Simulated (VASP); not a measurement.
A run of VASP 6.6.1:

File INCAR:

```
PREC = Accurate
ENCUT = 520
EDIFF = 1E-6
ISMEAR = 0
SIGMA = 0.005
LREAL = F
LASPH = T
NELM = 60
ALGO = Normal
ISIF = 2
LWAVE = F
LCHARG = F
GGA = PE
IVDW = 12
IBRION = 2
NSW = 100
EDIFFG = -0.01
ISYM = 0
```

The input KPOINTS:

```
Automatic mesh
0
Gamma
  1 1 1
```

File POSCAR:

```
H2O
1.0
   15.0000000000      0.0000000000      0.0000000000
    0.0000000000     15.5000000000      0.0000000000
    0.0000000000      0.0000000000     16.0000000000
O H
1 2
Direct
    0.5011452656      0.4800741017      0.4845525650
    0.5482155136      0.5110123779      0.5060858564
    0.4506392208      0.5089135204      0.5093615786
```

Potentials or basis: VASP PAW PBE potentials, release 64 (O, H).

Run with:

```bash
$ cat potpaw_PBE.64/O/POTCAR potpaw_PBE.64/H/POTCAR > POTCAR
$ mpirun -np 1 vasp_gam > vasp.out
```

Hardware: 1 thread of Intel(R) Xeon(R) Platinum 8488C (Sapphire Rapids), with other jobs on the host.

Task: How long does it take, and how much memory?

Result: It took 22 min on 1 thread of Intel(R) Xeon(R) Platinum 8488C (Sapphire Rapids), with other jobs on the host, peak memory 2.2 GiB. Counts: scf iterations 115, k points 1, ion steps 11.
